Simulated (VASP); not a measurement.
# AgH16O8F in VASP: a series of runs

Runs on AgH16O8F. Level: PBEsol. Tasks: single point.

All numbers are computed with VASP 6.6.1; they aren't measurements. Logs are shortened: lines on timing, memory, paths and dates and some standing lists are left out, and cuts for length are marked.

### Step 1. The cell of the first run

The cell holds a disordered packing, 26 atoms: a = 6.346 Å, b = 6.346 Å, c = 6.346 Å, α = 90.00°, β = 90.00°, γ = 90.00°.

### Step 2. Single point, PBEsol

INCAR

```
SYSTEM = AgH16O8F
PREC     = Accurate       ! precision mode
ENCUT    = 520            ! plane-wave cutoff, eV
EDIFF    = 1E-6           ! SCF threshold, eV
ISMEAR   = -1             ! smearing method
SIGMA    = 0.02           ! smearing width, eV
LREAL    = .False.        ! projectors in reciprocal space
LASPH    = .True.         ! aspherical terms in the spheres
NELM     = 120            ! most SCF steps
ALGO     = Normal         ! electronic algorithm
ISIF     = 2              ! what is computed and relaxed
LWAVE    = .False.        ! write WAVECAR
LCHARG   = .True.         ! write CHGCAR
GGA      = PS             ! functional
LELF     = .True.         ! ELF
LVHAR    = .True.       
NBANDS   = 60             ! bands
GGA_COMPAT= .False.
```

KPOINTS

```
regular mesh
0
Gamma
  1 1 1
  0 0 0
```

POSCAR

```
AgH16O8F
1.0
    6.3462950000      0.0000000000      0.0000000000
    0.0000000000      6.3462950000      0.0000000000
    0.0000000000      0.0000000000      6.3462950000
O H Ag F
8 16 1 1
Direct
    0.6332198550      0.3490067827      0.4369951287
    0.5379989427      0.7945580847      0.6697766177
    0.6442971844      0.1487954783      0.8848627427
    0.1532862875      0.2810773845     -0.0186565547
    0.1954683796      1.0470991342      0.3644173490
    0.5041366656      0.7504063394      0.2721272806
    0.8198957029      0.0401966817      0.2266834429
    0.8621723383      0.5303566884      0.6877556117
    0.5674964684      0.4846292207      0.3855005164
    0.7571977035      0.3878483430      0.5160333707
    0.4918302726      0.8105674256      0.5225253475
    0.4375623888      0.7171113224      0.7577649637
    0.6783643055      0.2628462749      0.7840952871
    0.6126094044      0.0286466356      0.7841110443
    0.2374928994      0.4179761577     -0.0287096645
    0.2012040096      0.1889291311      0.0967651204
    0.0447347626      1.0279856200      0.2899644596
    0.2935413497      0.9245079216      0.3145772455
    0.4433137760      0.7165755768      0.1280747271
    0.6384670111      0.8388516449      0.2431339861
    0.7415822933      0.1377654206      0.3183432223
    0.7574183047      0.0867277679      0.0841278258
    0.7392502239      0.6318017048      0.7117853803
    0.9548563374      0.5498011044      0.8060135875
    0.2603093616      0.1545626228      0.6845568950
    0.3124972917      0.6525224560      0.9603713663
```

Potentials or basis: VASP PAW PBE potentials, release 64 (O, H, Ag, F).

Command:

```
cat potpaw_PBE.64/O/POTCAR potpaw_PBE.64/H/POTCAR potpaw_PBE.64/Ag/POTCAR potpaw_PBE.64/F/POTCAR > POTCAR
mpirun -np 1 vasp_gam > vasp.out
```

OUTCAR:

```text
SYSTEM = AgH16O8F
   PREC = Accurate
   ENCUT = 520
   EDIFF = 1E-6
   ISMEAR = -1
   LREAL = .False.
   LASPH = .True.
   NELM = 120
   ISIF = 2
   GGA = PS

 ion  position               nearest neighbor table
   1  0.633  0.349  0.437-  10 0.97   9 1.01
   2  0.538  0.795  0.670-  12 0.98  11 0.98
   3  0.644  0.149  0.885-  13 0.99  14 1.02  25 2.75
   4  0.153  0.281  0.981-  16 0.99  15 1.02  25 2.16
   5  0.195  0.047  0.364-  18 1.05  17 1.07  25 2.18
   6  0.504  0.750  0.272-  19 1.02  20 1.04
   7  0.820  0.040  0.227-  21 0.98  22 1.03
   8  0.862  0.530  0.688-  24 0.96  23 1.02
   9  0.567  0.485  0.386-   1 1.01
  10  0.757  0.388  0.516-   1 0.97
  11  0.492  0.811  0.523-   2 0.98
  12  0.438  0.717  0.758-   2 0.98
  13  0.678  0.263  0.784-   3 0.99
  14  0.613  0.029  0.784-   3 1.02
[... 8 lines left out ...]
  23  0.739  0.632  0.712-   8 1.02
  24  0.955  0.550  0.806-   8 0.96
  25  0.260  0.155  0.685-   4 2.16   5 2.18   3 2.75
  26  0.312  0.653  0.960-

  LATTYP: Found a simple cubic cell.
 ALAT       =     6.3462950000

  Lattice vectors:

 A1 = (   6.3462950000,   0.0000000000,   0.0000000000)
 A2 = (   0.0000000000,   6.3462950000,   0.0000000000)
 A3 = (   0.0000000000,   0.0000000000,   6.3462950000)

Analysis of symmetry for initial positions (statically):
=====================================================================
 Subroutine PRICEL returns:
 Original cell was already a primitive cell.

 Routine SETGRP: Setting up the symmetry group for a
 simple cubic supercell.

 Subroutine GETGRP returns: Found  1 space group operations
 (whereof  1 operations were pure point group operations)
 out of a pool of 48 trial point group operations.

The static configuration has the point symmetry C_1 .

Analysis of symmetry for dynamics (positions and initial velocities):
=====================================================================
 Subroutine PRICEL returns:
 Original cell was already a primitive cell.

 Routine SETGRP: Setting up the symmetry group for a
 simple cubic supercell.

 Subroutine GETGRP returns: Found  1 space group operations
 (whereof  1 operations were pure point group operations)
 out of a pool of 48 trial point group operations.

The dynamic configuration has the point symmetry C_1 .

 Subroutine INISYM returns: Found  1 space group operations
 (whereof  1 operations are pure point group operations),
 and found     1 'primitive' translations

----------------------------------------------------------------------------------------

                                     Primitive cell

  volume of cell :     255.6000

  direct lattice vectors                    reciprocal lattice vectors
     6.346295000  0.000000000  0.000000000     0.157572253  0.000000000  0.000000000
     0.000000000  6.346295000  0.000000000     0.000000000  0.157572253  0.000000000
     0.000000000  0.000000000  6.346295000     0.000000000  0.000000000  0.157572253

  length of vectors
     6.346295000  6.346295000  6.346295000     0.157572253  0.157572253  0.157572253

  position of ions in fractional coordinates (direct lattice)
     0.633219855  0.349006783  0.436995129
     0.537998943  0.794558085  0.669776618
     0.644297184  0.148795478  0.884862743
     0.153286288  0.281077385  0.981343445
     0.195468380  0.047099134  0.364417349
     0.504136666  0.750406339  0.272127281
[... 18 lines left out ...]
     0.260309362  0.154562623  0.684556895
     0.312497292  0.652522456  0.960371366

  ion indices of the primitive-cell ions
   primitive index   ion index
                 1           1
                 2           2
                 3           3
                 4           4
                 5           5
                 6           6
[... 18 lines left out ...]
                25          25
                26          26

----------------------------------------------------------------------------------------

 KPOINTS: regular mesh

Automatic generation of k-mesh.
 Grid dimensions read from file:
 generate k-points for:    1    1    1

[... 43 lines left out ...]
   TEBEG  =    0.0;   TEEND  =   0.0 temperature during run
   PSTRESS=    0.0 pullay stress
   NELECT =      82.0000    total number of electrons
   NUPDOWN=      -1.0000    fix difference up-down
   EMIN   =  10.00;   EMAX   =-10.00  energy-range for DOS
   EFERMI =   0.00;   METHOD = LEGACY
   ISMEAR =    -1;   SIGMA  =   0.02  broadening in eV -4-tet -1-fermi 0-gaus
   EFERMI_NEDOS =   21; number of points for ismear=-14 and -15
   IALGO  =     38    algorithm
   IMIX   =      4    mixing-type and parameters
     AMIX     =   0.40;   BMIX     =  1.00
     AMIX_MAG =   1.60;   BMIX_MAG =  1.00
  volume/ion in A,a.u.               =       9.83        66.34
  Fermi-wavevector in a.u.,A,eV,Ry     =   1.120708  2.117831 17.088737  1.255987
  Thomas-Fermi vector in A             =   2.257357
   LORBIT       =      0    0 simple, 1 ext, 2 COOP (PROOUT), +10 PAW based schemes
   GGA     = PS    functional components
   LHFCALC =     F    Hartree Fock is set to
   AEXX    =    0.0000 exact exchange contribution
   IVDW    =     0    specifies the selected vdW correction
   LEPSILON=     F    determine dielectric tensor
   LRPA    =     F    only Hartree local field effects (RPA)
 non-spin polarized calculation
  energy-cutoff  :      520.00
  volume of cell :      255.60
 maximum number of plane-waves:      3466
 NGX is ok and might be reduce to    48
   NGX = 23   NGY = 23   NGZ = 23

 number of electron      81.9999987 magnetization

 Free energy of the ion-electron system (eV)
  ---------------------------------------------------
  ext. energy  EPLUGINS =         0.00000000
  ---------------------------------------------------
  free energy    TOTEN  =      -125.43617950 eV

  energy without entropy =     -125.43617950  energy(sigma->0) =     -125.43617950

 E-fermi :  -1.5524     XC(G=0):  -7.4819

 val. band max:       -2.1130494335   @ k =   0.0000   0.0000   0.0000
 cond. band min:       1.3617222397   @ k =   0.0000   0.0000   0.0000
 fundamental gap:      3.4747716732
 Fermi energy:        -1.5523641247

 k-point     1 :       0.0000    0.0000    0.0000
  band No.  band energies     occupation
      1     -23.1417      2.00000
      2     -21.9180      2.00000
      3     -21.4956      2.00000
      4     -21.2891      2.00000
      5     -21.2084      2.00000
      6     -21.1421      2.00000
[... 45 lines left out ...]
     52       7.6787      0.00000
     53       8.0532      0.00000
 [bands above 53 left out]

------------------------ aborting loop because EDIFF is reached ----------------------------------------

  FORCE on cell =-STRESS in cart. coord.  units (eV):
  Direction    XX          YY          ZZ          XY          YZ          ZX
  --------------------------------------------------------------------------------------
  -------------------------------------------------------------------------------------
  Total        0.0150644     -2.4194034      3.6858322      1.7801139      1.5172389      1.4313311
  in kB        0.0944282    -15.1655475     23.1039040     11.1582888      9.5105097      8.9720139
  external PRESSURE =       2.6775949 kB  Pullay stress =       0.0000000 kB

 VOLUME and BASIS-vectors are now :
 -----------------------------------------------------------------------------
  energy-cutoff  :      520.00
  volume of cell :      255.60
      direct lattice vectors                 reciprocal lattice vectors
     6.346295000  0.000000000  0.000000000     0.157572253  0.000000000  0.000000000
     0.000000000  6.346295000  0.000000000     0.000000000  0.157572253  0.000000000
     0.000000000  0.000000000  6.346295000     0.000000000  0.000000000  0.157572253

 POSITION                                       TOTAL-FORCE (eV/Angst)
 -----------------------------------------------------------------------------------
      4.01860      2.21490      2.77330        -1.895956     -0.490735     -1.115589
      3.41430      5.04250      4.25060         1.195544      1.021322      0.225993
      4.08890      0.94430      5.61560        -0.386784     -0.260152     -1.312249
      0.97280      1.78380      6.22790         0.170565      0.234046     -0.814657
      1.24050      0.29890      2.31270         0.365999     -1.368033     -1.336596
      3.19940      4.76230      1.72700         1.280372      0.926872      0.081281
[... 18 lines left out ...]
      1.65200      0.98090      4.34440        -0.563540     -0.064664     -0.383148
      1.98320      4.14110      6.09480        -0.059378     -0.451607     -0.573341
 -----------------------------------------------------------------------------------
    total drift:                               -0.001618     -0.000785      0.000968

  FREE ENERGIE OF THE ION-ELECTRON SYSTEM (eV)
  ---------------------------------------------------
  free  energy   TOTEN  =      -125.4361795046 eV

  energy  without entropy=     -125.4361795046  energy(sigma->0) =     -125.43617950
```

Run time: 16 s. Hardware: 1 thread of Intel Xeon 6975P-C (Granite Rapids), shared host; peak memory 0.31 GiB.

What came out:

* Free energy: -125.4362 eV
* Pressure: 0.3 GPa
* Largest force: 2.254 eV/Å

Forces in eV/Å, atoms in the order of the input:
```
O   -1.896 -0.491 -1.116
O    1.196  1.021  0.226
O   -0.387 -0.260 -1.312
O    0.171  0.234 -0.815
O    0.366 -1.368 -1.337
O    1.280  0.927  0.081
O   -0.316 -0.917 -0.629
O   -0.685  0.551  0.377
H    0.550 -0.635  0.036
H    0.991  0.792  0.652
H   -0.081 -0.624 -0.346
H   -1.144 -0.272  0.892
H    0.334  0.228  0.582
H    0.051 -0.210  0.623
H   -0.050 -0.014  0.695
H    0.238  0.449  0.393
H    0.554  0.198  0.969
H   -0.760  1.158  0.575
H   -0.682 -0.450 -0.348
H   -0.710 -0.440  0.386
H   -0.249  0.869  0.578
H    0.637  0.010 -0.167
H    0.534 -0.146 -0.592
H    0.684 -0.094  0.549
Ag  -0.564 -0.065 -0.383
F   -0.059 -0.452 -0.573
```

Levels at points of the mesh, in eV from the Fermi level:
```tsv
k point	band 37	band 38	band 39	band 40	band 41	band 42	band 43	band 44	band 45	band 46
(0.00, 0.00, 0.00)	-1.61	-1.54	-1.36	-0.85	-0.56	2.91	6.02	6.37	6.85	7.29
```

Caveat: the k points lie up to 0.99 Å⁻¹ apart; the atoms stand as in a frame of molecular dynamics; the PAW data sets were made with another functional, which shifts forces and pressure a little.

### Step 3. Single point, PBEsol

INCAR

```
PREC = Accurate ; ENCUT = 520
EDIFF = 1E-6 ; ISMEAR = -1
SIGMA = 0.02 ; LREAL = False
LASPH = True ; NELM = 120
ALGO = Normal ; ISIF = 2
LWAVE = False ; LCHARG = True
GGA = PS ; LELF = True
LVHAR = True ; NBANDS = 60
GGA_COMPAT = False
```

KPOINTS

```
regular mesh
0
Gamma
  1 1 1
```

POSCAR

```
AgH16O8F
1.0
    6.3462950000      0.0000000000      0.0000000000
    0.0000000000      6.3462950000      0.0000000000
    0.0000000000      0.0000000000      6.3462950000
O H Ag F
8 16 1 1
Direct
    0.6182189766      0.3786618807      0.4296995333
    0.5737836013      0.8091335181      0.6648761206
    0.8030827436      0.1453446460      0.8609905465
    0.2405025294      0.2771065638     -0.0038447630
    0.1688701833      1.0325237008      0.3957111984
    0.4477573135      0.7463094609      0.2587809108
    0.7804868825     -0.0001733295      0.2389898358
    0.8885184190      0.5443333473      0.7169064785
    0.5895880983      0.5217847579      0.3731783663
    0.7415980505      0.4079860769      0.5214223417
    0.5535040524      0.7862382697      0.5087535326
    0.4522323655      0.7325061315      0.7184664438
    0.8330057144      0.2933522630      0.8315087780
    0.7166701201      0.0712699299      0.7509735996
    0.2960152341      0.4160222618     -0.0408584851
    0.2994503092      0.2147552233      0.1204639873
    0.0217134564      1.0231639090      0.3533085052
    0.2521156045      0.9115397251      0.3436335689
    0.3646379502      0.7047576578      0.1262784034
    0.5610360060      0.8387886160      0.2045287841
    0.7067903399      0.1197549121      0.3075337658
    0.7905242350      0.0620204387      0.0897689124
    0.7822832062      0.6583841438      0.7368866402
    1.0077533427      0.5881384335      0.8042645354
    0.2371304832      0.1567686343      0.6883071146
    0.2806046678      0.6396803174      0.9050950200
```

Potentials or basis: VASP PAW PBE potentials, release 64 (O, H, Ag, F).

Command:

```
cat potpaw_PBE.64/O/POTCAR potpaw_PBE.64/H/POTCAR potpaw_PBE.64/Ag/POTCAR potpaw_PBE.64/F/POTCAR > POTCAR
mpirun -np 1 vasp_gam > vasp.out
```

It took 16 s on 1 thread of Intel Xeon 6975P-C (Granite Rapids), shared host; peak memory 0.31 GiB.

The run converged. Its results:

| Property | Result |
| --- | --- |
| Free energy | -125.6341 eV |
| Pressure | 1.2 GPa |
| Largest force | 1.802 eV/Å |

Forces in eV/Å, atoms in the order of the input:
```
O    0.443 -0.042  0.110
O    0.647  0.541 -1.433
O   -0.476 -1.453 -0.255
O   -0.835 -1.447 -0.676
O    1.037  0.603  0.214
O   -0.773 -0.123 -0.411
O   -0.355  0.492 -0.204
O   -0.048 -0.248  0.360
H   -0.444 -0.460 -0.392
H   -0.088 -0.064  0.032
H    0.211  0.343  0.826
H   -0.980 -0.414  1.264
H   -0.157  0.778 -0.565
H    0.323  0.593  0.732
H    0.333  1.709  0.226
H    0.337 -0.314  0.679
H   -1.239 -0.338 -0.634
H    0.344 -0.393 -0.013
H    0.169 -0.287 -0.152
H    0.653  0.353  0.113
H   -0.019  0.240  0.269
H    0.321 -0.277 -0.140
H   -0.402  0.024 -0.426
H    0.887  0.031  0.052
Ag  -0.029 -0.240  0.502
F    0.141  0.393 -0.077
```

Stress tensor (GPa, compression positive):
```
 0.97  0.17 -0.54
 0.17  2.22 -0.79
-0.54 -0.79  0.36
```

Levels at points of the mesh, in eV from the Fermi level:
```csv
k point,band 39,band 40,band 41,band 42,band 43,band 44
"(0.00, 0.00, 0.00)",-1.61,-1.33,-0.50,2.97,5.96,6.37
```

Caveat: the k points lie up to 0.99 Å⁻¹ apart; the atoms stand as in a frame of molecular dynamics; the PAW data sets were made with another functional, which shifts forces and pressure a little.

### Step 4. Single point, PBEsol

INCAR

```
  PREC = Accurate
  ENCUT = 520
  EDIFF = 1E-6
  ISMEAR = -1
  SIGMA = 0.02
  LREAL = F
  LASPH = T
  NELM = 120
  ALGO = Normal
  ISIF = 2
  LWAVE = F
  LCHARG = F
  GGA = PS
  NBANDS = 60
  GGA_COMPAT = F
```

KPOINTS is that of step 3.

POSCAR

```
AgH16O8F
1.0
    6.3462950000      0.0000000000      0.0000000000
    0.0000000000      6.3462950000      0.0000000000
    0.0000000000      0.0000000000      6.3462950000
O H Ag F
8 16 1 1
Direct
    0.6257666875      0.3756207362      0.4150295566
    0.5766041446      0.8526707315      0.7155986288
    0.8409473559      0.1259475017      0.8306421306
    0.3975390366      0.2785719857     -0.0063816762
    0.1588801025      1.0525511342      0.3728317073
    0.4351830477      0.7633587786      0.2468526912
    0.7770675646     -0.0007090751      0.2099965413
    0.9162511355      0.5589718095      0.6913640163
    0.5532361795      0.4920666310      0.3371258348
    0.7223584785      0.4648696602      0.4962107813
    0.5331929890      0.8189187550      0.5689461331
    0.4581728394      0.7847728478      0.8027360846
    0.8330845005      0.2747744944      0.7888854836
    0.7419131950      0.0169862889      0.7619248711
    0.3487073954      0.4345212443     -0.0320659534
    0.3269939390      0.2607820784      0.1330855247
    0.0136299999      1.0274026026      0.3218413263
    0.2660765061      0.9438735514      0.3244097540
    0.3636294878      0.7588049405      0.1062824845
    0.5633995898      0.8572403268      0.2288579399
    0.7210191143      0.1270032357      0.2761926447
    0.8070693215      0.0560642075      0.0649197681
    0.8076838533      0.6511673346      0.7445604089
    1.0469573192      0.6320695776      0.7502487672
    0.2059469344      0.1351812357      0.7084290913
    0.2759562863      0.6867629065      0.8673722227
```

Command:

```
cat potpaw_PBE.64/O/POTCAR potpaw_PBE.64/H/POTCAR potpaw_PBE.64/Ag/POTCAR potpaw_PBE.64/F/POTCAR > POTCAR
mpirun -np 1 vasp_gam > vasp.out
```

It took 14 s on 1 thread of Intel Xeon 6975P-C (Granite Rapids), shared host; peak memory 0.31 GiB.

Results (log left out):

```yaml
Free_energy: -125.6020 eV
Pressure: -0.9 GPa
Largest_force: 2.618 eV/Å
```

Forces in eV/Å, atoms in the order of the input:
```
O   -0.461  0.752 -0.504
O    0.387 -0.190 -1.168
O    0.813 -0.541  0.261
O   -1.515  2.110  0.328
O    1.247  0.620  0.413
O   -0.082  0.348  0.196
O   -0.038 -0.169  0.448
O    1.202 -0.118  0.360
H   -0.099 -0.602 -0.070
H    0.761 -0.389  0.377
H    0.282  0.213  0.585
H   -0.338 -0.111 -0.151
H   -0.412  0.071 -0.277
H   -0.193  0.950 -0.015
H    0.728 -1.416 -0.358
H    0.186 -0.627 -0.377
H   -0.348 -0.518 -0.349
H   -0.666 -0.102  0.148
H    0.037 -0.389 -0.049
H    0.266 -0.167 -0.343
H   -0.377  0.802  0.582
H    0.087 -0.018 -0.702
H   -1.114  0.659  0.163
H   -0.194 -0.809 -0.421
Ag   0.185  0.000  0.239
F   -0.343 -0.356  0.685
```

Stress tensor (GPa, compression positive):
```
-0.01 -0.08 -1.21
-0.08 -2.59 -0.06
-1.21 -0.06  0.03
```

Levels at points of the mesh, in eV from the Fermi level:
```tsv
k point	band 37	band 38	band 39	band 40	band 41	band 42	band 43	band 44	band 45	band 46
(0.00, 0.00, 0.00)	-1.76	-1.72	-1.63	-1.50	-0.49	2.34	5.38	6.11	6.43	6.76
```

Caveat: the k points lie up to 0.99 Å⁻¹ apart; the atoms stand as in a frame of molecular dynamics; the PAW data sets were made with another functional, which shifts forces and pressure a little.

### Step 5. Overview

| cell | pressure (GPa) | largest force (eV/Å) |
| --- | --- | --- |
| as given, atomic positions A | 0.3 | 2.25 |
| as given, atomic positions B | 1.2 | 1.80 |
| as given, atomic positions C | -0.9 | 2.62 |

Alike in all rows: task single point; level PBEsol; potentials or basis VASP PAW PBE potentials, release 64 (O, H, Ag, F); no spin polarisation; k mesh 1 × 1 × 1; cutoff (eV) 520; smearing fermi-dirac 0.02 eV.

Caveats: all runs use coarse meshes; the atoms stand as in a frame of molecular dynamics; the PAW data sets were made with another functional, which shifts forces and pressure a little.

Total energies depend on the potentials used, so only differences within one code and one set of settings carry meaning.
